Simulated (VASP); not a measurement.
Set up this calculation in VASP 6.6.1, as the native input.

```yaml
Task: single point
Functional: PBE
Potentials_or_basis: VASP PAW PBE potentials, release 64 (Pd)
Cutoff: 520 eV
k_mesh: 12 × 8 × 1
Occupations: fermi-dirac, width 0.1 eV
Spin: no spin polarisation
Dipole_correction: yes
Further_INCAR_settings: ALGO = Normal; EDIFF = 1e-07; NBANDS = 33
```

The structure of Pd lies in POSCAR:

```
Pd
1.0
    2.7903171792      0.0000000000      0.0000000000
    0.0000000000      3.9461043981      0.0000000000
    0.0000000000      0.0000000000     21.5806000000
Pd
5
Direct
    0.0000000000      0.0000000000      0.3707025210
    0.5000000000      0.5000000000      0.4353512603
    0.0000000000      0.0000000000      0.5000000000
    0.5000000000      0.5000000000      0.5646487397
    0.0000000000      0.0000000000      0.6292974790
```

One way to write it, as run:

INCAR

```
SYSTEM = Pd
PREC = Accurate
ENCUT = 520
EDIFF = 1E-7
ISMEAR = -1
SIGMA = 0.1
LREAL = .FALSE.
LASPH = .TRUE.
NELM = 100
ALGO = Normal
ISIF = 2
LWAVE = .FALSE.
LCHARG = .FALSE.
LDIPOL = .TRUE.
IDIPOL = 3
DIPOL = 0.5 0.5 0.500
GGA = PE
NBANDS = 33
```

KPOINTS

```
Automatic mesh
0
G
  12 8 1
  0 0 0
```

Potentials or basis: VASP PAW PBE potentials, release 64 (Pd).

Command:

```sh
$ cat potpaw_PBE.64/Pd/POTCAR > POTCAR
$ mpirun -np 1 vasp_std > vasp.out
```

It gave:

* Largest force: 0.533 eV/Å
* Band gap on the k mesh: zero (bands 25 and 26 overlap by 0.38 eV)

Run time: 3.4 min on 1 thread of Intel(R) Xeon(R) 6975P-C (Granite Rapids), on a shared host, peak memory 0.44 GiB.
